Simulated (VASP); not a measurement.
Runs of VASP 6.6.1 on CaSe. The structure is cubic, space group Pm-3m (No. 221). The conventional cell has a = 3.635 Å, b = 3.635 Å, c = 3.635 Å, α = 90.00°, β = 90.00°, γ = 90.00°. Within 4.1 Å of Ca (site symmetry m-3m) lie 8 Se at 3.15 Å and 6 Ca at 3.63 Å. Within 4.1 Å of Se (site symmetry m-3m) lie 8 Ca at 3.15 Å and 6 Se at 3.63 Å. 

```tsv
level	potentials or basis	spin	k mesh	smearing	grid for exact exchange (PRECFOCK)	screening parameter	gap on the mesh (eV)	pressure (GPa)
PBE	VASP PAW PBE potentials, release 64 (Ca_sv, Se)	non-collinear, zero start, SOC	4 × 4 × 4	fermi-dirac 0.02 eV	-	-	-	1.2
LDA	VASP PAW LDA potentials, release 64 (Ca_sv, Se)	off	6 × 6 × 6	gaussian 0.01 eV	-	-	(a)	-3.6
r2SCAN	VASP PAW PBE potentials, release 64 (Ca_sv, Se)	off	6 × 6 × 6	gaussian 0.01 eV	-	-	(c)	(b)
PBE	VASP PAW PBE potentials, release 64 (Ca_sv, Se)	off	6 × 6 × 6	gaussian 0.01 eV	-	-	0.76	0.9
HSE06	VASP PAW PBE potentials, release 64 (Ca_sv, Se)	off	4 × 4 × 4	gaussian 0.01 eV	Normal	0.2079 1/Å	1.54	0.5
```

Alike in all rows: task single point; cell as given; cutoff (eV) 520.

Question: Estimate the missing entries.

Answer: (a) 0.60; (b) 0.2; (c) 1.24.

Caveats: some runs use coarse meshes; the PAW data sets were made with another functional, which shifts forces and pressure a little (some runs).

A k mesh can miss the band edges, and rows without SOC leave out spin-orbit coupling on Se.
